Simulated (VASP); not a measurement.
# H2CO in VASP: notebook, part 2 of 2

VASP 6.6.1. The steps go on from the part before.

## Step 3: Single point, PBE+D3(BJ)

Input file INCAR:

```
PREC = Accurate
ENCUT = 1000
EDIFF = 1E-6
ISMEAR = -1
SIGMA = 0.02
LREAL = Auto
LASPH = True
NELM = 120
ALGO = Normal
ISIF = 2
LWAVE = False
LCHARG = False
GGA = PE
IVDW = 12
NBANDS = 70
GGA_COMPAT = False
```

Input file KPOINTS:

```
Automatic mesh
0
Gamma
  1 1 1
```

Input file POSCAR:

```
H2CO
1.0
    7.8729940000      0.0000000000      0.0000000000
    0.0000000000      7.8729940000      0.0000000000
    0.0000000000      0.0000000000      7.8729940000
O C H
8 8 16
Direct
    0.2492444425      0.3581102691      0.3153819246
    0.8008262168      0.9355780025      0.2547315545
    0.3450148698      0.5762864801      0.8225079303
    0.0532580109      0.3058556884      0.6382070150
    0.5712820307      0.1847454729      0.8148488364
    0.9311705306      0.8590759754      0.7905886884
    0.9153315753      0.4318814418      0.1442272152
    0.3146071240      0.8766677582      0.3271182475
    0.3330372156      0.2547823611      0.3972059422
    0.7791699066      0.7808592259      0.2399214327
    0.2872731771      0.6750163915      0.7143915009
   -0.0044455769      0.2175284269      0.5227363313
    0.6713964217      0.2107965534      0.9328852531
    0.7865368626      0.8430464954      0.7326056644
    1.0304212095      0.3495366566      0.0778992084
    0.3707484091      0.8419795570      0.1856345883
    0.4335072528      0.1774166219      0.3420045792
    0.3275628052      0.2461706436      0.5323514790
    0.6605238109      0.7263564535      0.2511242864
    0.8951740596      0.7016771510      0.2124477676
    0.2104917138      0.7786364374      0.7451802961
    0.3023500335      0.6342695041      0.5714598538
   -0.0845675737      0.2545791347      0.4221138743
    0.0575257647      0.0963547032      0.5184304726
    0.7292524293      0.1100724832      1.0266107151
    0.7116352432      0.3453070077      0.9509596984
    0.6900043363      0.7630515151      0.7947294257
    0.7442022692      0.9054496930      0.6123972659
    1.1352098071      0.4240318232      0.0151022597
    1.0523569559      0.2107330451      0.0838054748
    0.4123082019      0.9484701754      0.1090690530
    0.3844788907      0.7101999570      0.1441637070
```

Potentials or basis: VASP PAW PBE potentials, release 64 (O_h, C_h, H_h).

Started as:

```console
> cat potpaw_PBE.64/O_h/POTCAR potpaw_PBE.64/C_h/POTCAR potpaw_PBE.64/H_h/POTCAR > POTCAR
> mpirun -np 1 vasp_gam > vasp.out
```

OUTCAR:

```text
PREC = Accurate
   ENCUT = 1000
   EDIFF = 1E-6
   ISMEAR = -1
   LREAL = Auto
   LASPH = True
   NELM = 120
   ISIF = 2
   GGA = PE
   IVDW = 12
 IVDW          = 12

 ion  position               nearest neighbor table
   1  0.249  0.358  0.315-   9 1.23
   2  0.801  0.936  0.255-  10 1.24
   3  0.345  0.576  0.823-  11 1.24
   4  0.053  0.306  0.638-  12 1.23
   5  0.571  0.185  0.815-  13 1.24
   6  0.931  0.859  0.791-  14 1.23
   7  0.915  0.432  0.144-  15 1.23
   8  0.315  0.877  0.327-  16 1.23
   9  0.333  0.255  0.397-  18 1.07  17 1.09   1 1.23
  10  0.779  0.781  0.240-  19 1.03  20 1.13   2 1.24
  11  0.287  0.675  0.714-  21 1.04  22 1.18   3 1.24
  12  0.996  0.218  0.523-  23 1.05  24 1.07   4 1.23
  13  0.671  0.211  0.933-  26 1.11  25 1.18   5 1.24
  14  0.787  0.843  0.733-  27 1.10  28 1.12   6 1.23
  15  0.030  0.350  0.078-  30 1.11  29 1.13   7 1.23
  16  0.371  0.842  0.186-  31 1.08  32 1.09   8 1.23
  17  0.434  0.177  0.342-   9 1.09
  18  0.328  0.246  0.532-   9 1.07
  19  0.661  0.726  0.251-  10 1.03
  20  0.895  0.702  0.212-  10 1.13
  21  0.210  0.779  0.745-  11 1.04
  22  0.302  0.634  0.571-  11 1.18
[... 8 lines left out ...]
  31  0.412  0.948  0.109-  16 1.08
  32  0.384  0.710  0.144-  16 1.09

  LATTYP: Found a simple cubic cell.
 ALAT       =     7.8729940000

  Lattice vectors:

 A1 = (   7.8729940000,   0.0000000000,   0.0000000000)
 A2 = (   0.0000000000,   7.8729940000,   0.0000000000)
 A3 = (   0.0000000000,   0.0000000000,   7.8729940000)

Analysis of symmetry for initial positions (statically):
=====================================================================
 Subroutine PRICEL returns:
 Original cell was already a primitive cell.

 Routine SETGRP: Setting up the symmetry group for a
 simple cubic supercell.

 Subroutine GETGRP returns: Found  1 space group operations
 (whereof  1 operations were pure point group operations)
 out of a pool of 48 trial point group operations.

The static configuration has the point symmetry C_1 .

Analysis of symmetry for dynamics (positions and initial velocities):
=====================================================================
 Subroutine PRICEL returns:
 Original cell was already a primitive cell.

 Routine SETGRP: Setting up the symmetry group for a
 simple cubic supercell.

 Subroutine GETGRP returns: Found  1 space group operations
 (whereof  1 operations were pure point group operations)
 out of a pool of 48 trial point group operations.

The dynamic configuration has the point symmetry C_1 .

 Subroutine INISYM returns: Found  1 space group operations
 (whereof  1 operations are pure point group operations),
 and found     1 'primitive' translations

----------------------------------------------------------------------------------------

                                     Primitive cell

  volume of cell :     487.9999

  direct lattice vectors                    reciprocal lattice vectors
     7.872994000  0.000000000  0.000000000     0.127016482  0.000000000  0.000000000
[... 94 lines left out ...]
     0.000000000  0.000000000  0.000000000

 Subroutine IBZKPT returns following result:
 ===========================================

 Found      1 irreducible k-points:

 Following reciprocal coordinates:
            Coordinates               Weight
  0.000000  0.000000  0.000000      1.000000
   k-points           NKPTS =      1   k-points in BZ     NKDIM =      1   number of bands    NBANDS=     70
   number of dos      NEDOS =    301   number of ions     NIONS =     32
   total plane-waves  NPLWV = 592704
   dimension x,y,z NGX =    84 NGY =   84 NGZ =   84
   dimension x,y,z NGXF=   168 NGYF=  168 NGZF=  168
   ions per type =               8   8  16
   NGX,Y,Z   is equivalent  to a cutoff of  17.74, 17.74, 17.74 a.u.
   NGXF,Y,Z  is equivalent  to a cutoff of  35.47, 35.47, 35.47 a.u.
 SYSTEM =  unknown system
   PREC   = accura    normal or accurate (medium, high low for compatibility)
   ISTART =      0    job   : 0-new  1-cont  2-samecut
   ICHARG =      2    charge: 1-file 2-atom 10-const
   ISPIN  =      1    spin polarized calculation?
   LNONCOLLINEAR =      F non collinear calculations
   LSORBIT =      F    spin-orbit coupling
   LASPH  =      T    aspherical Exc in radial PAW
   ENCUT  = 1000.0 eV  73.50 Ry    8.57 a.u.  20.30 20.30 20.30*2*pi/ulx,y,z
   NELM   =    120;   NELMIN=  2; NELMDL= -5     # of ELM steps
   EDIFF  = 0.1E-05   stopping-criterion for ELM
   LREAL  =      T    real-space projection
   EDIFFG = 0.1E-04   stopping-criterion for IOM
   NSW    =      0    number of steps for IOM
   IBRION =     -1    ionic relax: 0-MD 1-quasi-New 2-CG
   NFREE  =      0    steps in history (QN), initial steepest desc. (CG)
   ISIF   =      2    stress and relaxation
   ISYM   =      2    0-nonsym 1-usesym 2-fastsym
   POTIM  = 0.5000    time-step for ionic-motion
   TEBEG  =    0.0;   TEEND  =   0.0 temperature during run
   PSTRESS=    0.0 pullay stress
   NELECT =      96.0000    total number of electrons
   NUPDOWN=      -1.0000    fix difference up-down
   EMIN   =  10.00;   EMAX   =-10.00  energy-range for DOS
   EFERMI =   0.00;   METHOD = LEGACY
   ISMEAR =    -1;   SIGMA  =   0.02  broadening in eV -4-tet -1-fermi 0-gaus
   EFERMI_NEDOS =   21; number of points for ismear=-14 and -15
   IALGO  =     38    algorithm
   IMIX   =      4    mixing-type and parameters
     AMIX     =   0.40;   BMIX     =  1.00
     AMIX_MAG =   1.60;   BMIX_MAG =  1.00
  volume/ion in A,a.u.               =      15.25       102.91
  Fermi-wavevector in a.u.,A,eV,Ry     =   0.952121  1.799247 12.334140  0.906534
  Thomas-Fermi vector in A             =   2.080654
   LORBIT       =      0    0 simple, 1 ext, 2 COOP (PROOUT), +10 PAW based schemes
   GGA     = PE    functional components
   LHFCALC =     F    Hartree Fock is set to
   AEXX    =    0.0000 exact exchange contribution
   IVDW    =    12    specifies the selected vdW correction
   LEPSILON=     F    determine dielectric tensor
   LRPA    =     F    only Hartree local field effects (RPA)
 non-spin polarized calculation
  energy-cutoff  :     1000.00
  volume of cell :      488.00
 maximum number of plane-waves:     17517
 NGX is ok and might be reduce to    84
   NGX = 41   NGY = 41   NGZ = 41

 number of electron      95.9999997 magnetization

 Free energy of the ion-electron system (eV)
  ---------------------------------------------------
  ext. energy  EPLUGINS =         0.00000000
  ---------------------------------------------------
  free energy    TOTEN  =      -177.72620846 eV

  energy without entropy =     -177.72620846  energy(sigma->0) =     -177.72620846

 E-fermi :  -2.1310     XC(G=0):  -6.0557

 val. band max:       -2.6585997981   @ k =   0.0000   0.0000   0.0000
 cond. band min:      -0.1669175380   @ k =   0.0000   0.0000   0.0000
 fundamental gap:      2.4916822601
 Fermi energy:        -2.1309519593

 k-point     1 :       0.0000    0.0000    0.0000
  band No.  band energies     occupation
      1     -23.5531      2.00000
      2     -23.4105      2.00000
      3     -23.3880      2.00000
      4     -23.3869      2.00000
      5     -23.1585      2.00000
      6     -23.0816      2.00000
[... 52 lines left out ...]
     59       3.7603      0.00000
     60       3.8196      0.00000
 [bands above 60 left out]

------------------------ aborting loop because EDIFF is reached ----------------------------------------

 Edisp (eV)   -1.14949

 E8    (eV) :    -0.2634

  FORCE on cell =-STRESS in cart. coord.  units (eV):
  Direction    XX          YY          ZZ          XY          YZ          ZX
  --------------------------------------------------------------------------------------
  -------------------------------------------------------------------------------------
  Total       0.20275    -0.10713    -2.86114     0.91352     0.86690    -3.44551
  in kB       0.66565    -0.35172    -9.39354     2.99923     2.84617   -11.31213
  external pressure =       -3.03 kB  Pullay stress =        0.00 kB

 VOLUME and BASIS-vectors are now :
 -----------------------------------------------------------------------------
  energy-cutoff  :     1000.00
  volume of cell :      488.00
      direct lattice vectors                 reciprocal lattice vectors
     7.872994000  0.000000000  0.000000000     0.127016482  0.000000000  0.000000000
     0.000000000  7.872994000  0.000000000     0.000000000  0.127016482  0.000000000
     0.000000000  0.000000000  7.872994000     0.000000000  0.000000000  0.127016482

 POSITION                                       TOTAL-FORCE (eV/Angst)
 -----------------------------------------------------------------------------------
      1.96230      2.81940      2.48300         0.463407     -0.795609      0.437541
      6.30490      7.36580      2.00550        -0.647693     -0.843045     -0.008307
      2.71630      4.53710      6.47560        -0.367403      1.409849     -0.683883
      0.41930      2.40800      5.02460        -1.454847      0.385620     -0.445557
      4.49770      1.45450      6.41530         1.068906     -0.731381      1.355697
      7.33110      6.76350      6.22430        -1.508946     -0.053086     -0.546916
[... 24 lines left out ...]
      3.24610      7.46730      0.85870         0.325423      0.324469     -1.024828
      3.02700      5.59140      1.13500        -0.038491     -0.435886     -0.440950
 -----------------------------------------------------------------------------------
    total drift:                               -0.003127      0.003364     -0.001498

  FREE ENERGIE OF THE ION-ELECTRON SYSTEM (eV)
  ---------------------------------------------------
  free  energy   TOTEN  =      -178.8756973641 eV

  energy  without entropy=     -178.8756973641  energy(sigma->0) =     -178.87569736
```

Run time: 3.8 min. Hardware: 1 thread of Intel Xeon Platinum 8259CL at 2.50GHz (Skylake/Cascade Lake), shared host; peak memory 1 GiB.

Results:

- Free energy: -178.8757 eV
- Pressure: -0.3 GPa
- Largest force: 4.809 eV/Å
- Band gap on the k mesh: 2.49 eV
- Dispersion energy per atom: -0.036 eV

Forces in eV/Å, atoms in the order of the input:
```
O    0.463 -0.796  0.438
O   -0.648 -0.843 -0.008
O   -0.367  1.410 -0.684
O   -1.455  0.386 -0.446
O    1.069 -0.731  1.356
O   -1.509 -0.053 -0.547
O    0.312 -1.352 -0.373
O    0.103 -0.435 -0.620
C    0.297  1.275 -1.239
C    4.137  2.433 -0.306
C    1.646 -4.239 -1.075
C    2.577  0.485  2.428
C   -0.618  0.124 -0.814
C    1.393  0.228  0.210
C    0.765  2.091  0.258
C   -0.578  0.534  2.034
H    0.314 -0.420 -0.653
H   -0.403 -0.068  1.422
H   -2.563 -1.344  0.255
H   -0.821 -0.120  0.112
H   -1.076  1.954  0.470
H   -0.157  0.900  1.316
H   -1.463  0.792 -1.038
H   -0.155 -1.659 -0.618
H   -0.743  0.808 -1.064
H    0.105 -0.311  0.350
H   -0.174 -0.186  0.248
H    0.185  0.038  0.116
H   -0.345 -0.566 -0.136
H   -0.579 -0.226  0.075
H    0.325  0.324 -1.025
H   -0.038 -0.436 -0.441
```

Caveat: the k points lie up to 0.80 Å⁻¹ apart; the atoms stand as in a frame of molecular dynamics.

## Step 4: Single point, PBE+D3(BJ)

Input file INCAR:

```
SYSTEM = H2CO
PREC     = Accurate       ! precision mode
ENCUT    = 1000           ! plane-wave cutoff, eV
EDIFF    = 1E-6           ! SCF threshold, eV
ISMEAR   = -1             ! smearing method
SIGMA    = 0.02           ! smearing width, eV
LREAL    = Auto         
LASPH    = .True.         ! aspherical terms in the spheres
NELM     = 120            ! most SCF steps
ALGO     = Normal         ! electronic algorithm
ISIF     = 2              ! what is computed and relaxed
LWAVE    = .False.        ! write WAVECAR
LCHARG   = .False.        ! write CHGCAR
GGA      = PE             ! functional
IVDW     = 12             ! dispersion correction
NBANDS   = 70             ! bands
GGA_COMPAT= .False.
```

Input file KPOINTS:

```
regular mesh
0
Gamma
  1 1 1
  0 0 0
```

Input file POSCAR:

```
H2CO
1.0
    7.8729940000      0.0000000000      0.0000000000
    0.0000000000      7.8729940000      0.0000000000
    0.0000000000      0.0000000000      7.8729940000
O C H
8 8 16
Direct
    0.2939288408      0.3990222779      0.3778994370
    0.7461710246      0.9557990264      0.2258226032
    0.3765022557      0.6015246550      0.8332027181
    0.0089546620      0.2874510002      0.6684877443
    0.5436686475      0.1597740326      0.7885691263
    0.9415096722      0.8560275799      0.7652870052
    0.9360606651      0.4362762121      0.1424108795
    0.3121938109      0.8202978435      0.3545411060
    0.3729838991      0.2686652625      0.4078753267
    0.7766676820      0.8015375091      0.2274357125
    0.3036074967      0.6652996306      0.7156870690
    0.0062111060      0.1817224807      0.5527757293
    0.6320086107      0.2178840731      0.8967363623
    0.7979683460      0.8670526105      0.7086249526
    1.0385502644      0.3619842718      0.0560523735
    0.3540076367      0.8220887759      0.2061350485
    0.4529026696      0.2118888951      0.3112411873
    0.3662139207      0.2123588561      0.5308145796
    0.6936497094      0.7065672856      0.2852663167
    0.8886835174      0.7399091121      0.1532834904
    0.2159661242      0.7655283365      0.7182528019
    0.3615143108      0.6467044177      0.5833358948
   -0.0748381111      0.2113427243      0.4512768586
    0.0673187354      0.0598501663      0.5394262970
    0.6492574489      0.1380288109      1.0106193400
    0.6762992579      0.3479362489      0.9122958813
    0.7043317955      0.7850126648      0.7664555568
    0.7594442470      0.9488512248      0.6012706221
    1.1442533806      0.4168934969     -0.0215673986
    1.0043701291      0.2353361377      0.0267623727
    0.4514927866      0.9013851655      0.1493332778
    0.3078371456      0.7248195540      0.1184809743
```

Started as:

```console
> cat potpaw_PBE.64/O_h/POTCAR potpaw_PBE.64/C_h/POTCAR potpaw_PBE.64/H_h/POTCAR > POTCAR
> mpirun -np 1 vasp_gam > vasp.out
```

Wall time 2.4 min (1 thread of Intel Xeon Platinum 8488C (Sapphire Rapids), shared host); peak memory 1 GiB.

The run converged. Its results:

```yaml
Free_energy: -178.8930 eV
Pressure: 1.5 GPa
Largest_force: 4.155 eV/Å
Band_gap_on_the_k_mesh: 2.49 eV
Dispersion_energy_per_atom: -0.036 eV
```

Forces in eV/Å, atoms in the order of the input:
```
O    0.199 -0.347 -0.137
O    0.434 -1.750  0.287
O   -0.082 -0.720  1.744
O    0.660 -1.469 -0.343
O   -0.791 -0.256 -2.231
O    0.022  0.534 -0.328
O    0.014  1.212  0.753
O    0.058  0.800 -0.006
C   -0.728  1.618 -0.644
C    1.073  1.139 -1.586
C    3.010 -0.309 -2.847
C   -0.494  2.034  1.643
C   -0.276 -0.354  2.412
C    0.878 -0.509  0.419
C   -0.377  0.656 -1.055
C   -0.252 -1.283  0.295
H    0.598 -0.549 -0.561
H    0.098 -0.814  1.256
H   -0.482 -0.197  0.560
H   -0.808  0.768  0.775
H   -1.974  1.195  0.608
H   -0.841 -0.280  0.544
H   -1.239  0.336 -1.972
H    1.013 -0.767  0.689
H    0.712 -0.125  0.451
H    0.348  0.796 -0.652
H   -1.134 -0.334  0.105
H    0.041  0.196 -0.122
H    0.055  0.258  0.669
H    0.299 -2.150 -0.385
H    0.466  1.025  0.074
H   -0.500 -0.353 -0.417
```

Stress tensor (GPa, compression positive):
```
 1.28  0.23  1.02
 0.23  1.18 -0.50
 1.02 -0.50  1.90
```

Levels at points of the mesh, in eV from the valence-band top:
| k point | band 46 | band 47 | band 48 | band 49 | band 50 | band 51 |
| --- | --- | --- | --- | --- | --- | --- |
| (0.00, 0.00, 0.00) | -0.31 | -0.25 | 0.00 | 2.49 | 2.84 | 2.95 |

Caveat: the k points lie up to 0.80 Å⁻¹ apart; the atoms stand as in a frame of molecular dynamics.

## Step 5: Overview

| cell | gap on the mesh (eV) | pressure (GPa) | largest force (eV/Å) |
| --- | --- | --- | --- |
| as given, atomic positions A | 2.77 | 0.0 | 4.97 |
| as given, atomic positions B | 2.49 | -0.3 | 4.81 |
| as given, atomic positions C | 2.49 | 1.5 | 4.15 |

Alike in all rows: task single point; level PBE+D3(BJ); potentials or basis VASP PAW PBE potentials, release 64 (O_h, C_h, H_h); no spin polarisation; k mesh 1 × 1 × 1; cutoff (eV) 1000; smearing fermi-dirac 0.02 eV.

Caveats: all runs use coarse meshes; the atoms stand as in a frame of molecular dynamics.

Absolute energies hang on the potentials; compare differences alone.
